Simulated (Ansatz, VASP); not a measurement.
## Two plane-wave programs on W

INCAR

```
ALGO = Normal ; EDIFF = 1E-7
ENCUT = 520 ; GGA = PE
ISIF = 2 ; ISMEAR = -1
LASPH = True ; LCHARG = False
LREAL = False ; LWAVE = False
NBANDS = 13 ; NELM = 60
PREC = Accurate ; SIGMA = 0.1
```

File KPOINTS:

```
k-points
0
Gamma
  15 15 15
```

File POSCAR:

```
W
1.0
   -1.6004580000      1.6004580000      1.6004580000
    1.6004580000     -1.6004580000      1.6004580000
    1.6004580000      1.6004580000     -1.6004580000
W
1
Direct
    0.0000000000      0.0000000000      0.0000000000
```

Input for Ansatz:

```yaml
crystal:
  lattice:
    - [-1.600458, 1.600458, 1.600458]
    - [1.600458, -1.600458, 1.600458]
    - [1.600458, 1.600458, -1.600458]
  atoms:
    - { symbol: W, position: [0.0, 0.0, 0.0] }
  symmetry: { tolerance: 0.0003 }
kpoints:
  mp_grid: { grid: [15, 15, 15], shift: [0, 0, 0] }
  band_path:
    path:
      - [0.0, 0.0, 0.0]
      - [0.5, -0.5, 0.5]
      - [0.0, 0.0, 0.5]
      - [0.0, 0.0, 0.0]
      - [0.25, 0.25, 0.25]
      - [0.5, -0.5, 0.5]
      - [0.25, 0.25, 0.25]
      - [0.0, 0.0, 0.5]
    npoints: 8
magnetization:
  spin_polarized: false
scf:
  occupations: { method: fermi_dirac }
  lower_state_search: "off"
  max_iter: 200
hamiltonian:
  pseudopotentials: { kind: paw }
  xc: pbe
basis:
  ecutwfc: 420
  fft_grid_basis: typed
output:
  forces: true
  stress: true
  eigenvalues: true
  bader: true
  populations: true
  elf: true
  write_potential: true
  volumetric_format: npy
  dos:
    e_range: [-12, 8]
    de: 0.05
    projected: { site_lists: { W: [W] } }
checkpoint:
  read: saved_state
```

Alike in both runs: task single point; functional PBE; k mesh 15 × 15 × 15; no spin polarisation.

```csv
,VASP,Ansatz
version,VASP 6.6.1,Ansatz 0.2.0
potentials or method,"VASP PAW PBE potentials, release 64 (W_sv), cutoff 520 eV",PAW plane waves
occupations,"fermi-dirac, width 0.1 eV",fermi-dirac
valence electrons in the cell,14,14
```

|  | VASP | Ansatz | Ansatz less VASP |
| --- | --- | --- | --- |
| pressure (GPa) | -4.2 | -4.7 | -0.44 |

Spin-orbit coupling is off throughout.
